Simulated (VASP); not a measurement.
**Al: single point with LDA**

Al:

```xyz
1
Lattice="-1.5944 1.5944 1.5944 1.5944 -1.5944 1.5944 1.5944 1.5944 -1.5944" Properties=species:S:1:pos:R:3 pbc="T T T"
Al    0.0000    0.0000    0.0000
```

- Program: VASP 6.6.1
- Task: single point
- Functional: LDA
- Potentials or basis: VASP PAW LDA potentials, release 64 (Al)
- Cutoff: 520 eV
- k mesh: 12 × 12 × 12
- Occupations: gaussian, width 0.01 eV
- Spin: no spin polarisation

```json
{
 "Pressure": "0.1 GPa"
}
```

Levels at points of the mesh, in eV from the Fermi level:
| k point | band 1 | band 2 | band 3 | band 4 |
| --- | --- | --- | --- | --- |
| (0.00, 0.00, 0.00) | -11.19 | 13.33 | 13.33 | 13.33 |
| (0.50, 0.00, 0.00) | -4.31 | -3.86 | 8.20 | 8.35 |
| (0.50, 0.50, 0.50) | 1.90 | 1.90 | 1.90 | 3.06 |

It took 3.4 s on 1 thread of Intel Xeon 6975P-C (shared host), peak memory 0.12 GiB.
